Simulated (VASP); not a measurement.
Wanted: the native input for a VASP 6.6.1 run.

| Item | Value |
| --- | --- |
| Task | single point |
| Functional | PBE |
| Potentials or basis | VASP PAW PBE potentials, release 64 (B, N) |
| Cutoff | 520 eV |
| k mesh | 9 × 9 × 6 |
| Occupations | gaussian, width 0.02 eV |
| Spin | no spin polarisation |
| Dipole correction | no |
| Further INCAR settings | ALGO = Normal; EDIFF = 1e-06; NBANDS = 16 |

The structure of BN (pbe) lies in POSCAR:

```
BN
1.0
    2.5157504731      0.0000000000      0.0000000000
   -1.2578752366      2.1787038193      0.0000000000
    0.0000000000      0.0000000000      4.2313984881
B N
2 2
Direct
    0.3333333333      0.6666666667     -0.0001063907
    0.6666666667      0.3333333333      0.4998936093
    0.3333333333      0.6666666667      0.3741063907
    0.6666666667      0.3333333333      0.8741063907
```

This cell differs from its parent crystal: strained cell.

One way to write it, as run:

INCAR

```
SYSTEM = BN
  PREC = Accurate
  ENCUT = 520
  EDIFF = 1E-6
  ISMEAR = 0
  SIGMA = 0.02
  LREAL = .FALSE.
  LASPH = .TRUE.
  NELM = 100
  ALGO = Normal
  ISIF = 2
  LWAVE = .FALSE.
  LCHARG = .TRUE.
  GGA = PE
  LELF = .TRUE.
  LVHAR = .TRUE.
  NBANDS = 16
```

KPOINTS

```
regular mesh
0
G
  9 9 6
  0 0 0
```

Potentials or basis: VASP PAW PBE potentials, release 64 (B, N).

Run with:

```bash
$ cat potpaw_PBE.64/B/POTCAR potpaw_PBE.64/N/POTCAR > POTCAR
$ mpirun -np 1 vasp_std > vasp.out
```

It gave:

```
Pressure               : 11.7 GPa
Largest force          : 0.009 eV/Å
Band gap on the k mesh : 5.08 eV, indirect (least direct gap 8.17 eV)
```

Caveat: the cell differs from its parent crystal (strained cell).

Wall time 7.2 s on 1 thread of Intel(R) Xeon(R) 6975P-C (Granite Rapids), on a shared host, peak memory 0.13 GiB.
